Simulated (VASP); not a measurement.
Input of a VASP 6.6.1 run:

Contents of POSCAR:

```
HgTe
1.0
    0.0000000000      3.2864085752      3.2864085752
    3.2864085752      0.0000000000      3.2864085752
    3.2864085752      3.2864085752      0.0000000000
Hg Te
1 1
Direct
    0.0000000000      0.0000000000      0.0000000000
    0.2500000000      0.2500000000      0.2500000000
```

Contents of INCAR.step1:

```
  PREC = Accurate
  ENCUT = 520
  ISMEAR = 0
  SIGMA = 0.1
  LREAL = F
  LASPH = T
  NELM = 60
  NBANDS = 16
  GGA = PE
  ALGO = Normal
  EDIFF = 1E-4
  LWAVE = T
  LCHARG = F
```

File INCAR.step2:

```
  PREC = Accurate
  ENCUT = 520
  EDIFF = 1E-7
  ISMEAR = 0
  SIGMA = 0.1
  LREAL = F
  LASPH = T
  NELM = 60
  ALGO = Normal
  ISIF = 2
  LWAVE = F
  LCHARG = F
  METAGGA = R2SCAN
  LMIXTAU = T
  NBANDS = 16
  ISTART = 1
```

File KPOINTS:

```
Automatic mesh
0
Gamma
  12 12 12
```

Potentials or basis: VASP PAW PBE potentials, release 64 (Hg, Te).

Launch:

```sh
$ cat potpaw_PBE.64/Hg/POTCAR potpaw_PBE.64/Te/POTCAR > POTCAR
$ cp INCAR.step1 INCAR
$ mpirun -np 1 vasp_std > vasp.out
$ cp INCAR.step2 INCAR
$ mpirun -np 1 vasp_std > vasp.out
```

**Question.** Predict the band gap on the k mesh.

**Answer.** Zero (filled and empty bands touch).

**Question.** What does it give for the pressure?

**Answer.** 0.1 GPa.

Caveat: the PAW data sets were made with another functional, which shifts forces and pressure a little; spin-orbit coupling is left out, which moves the levels of the heavy elements.
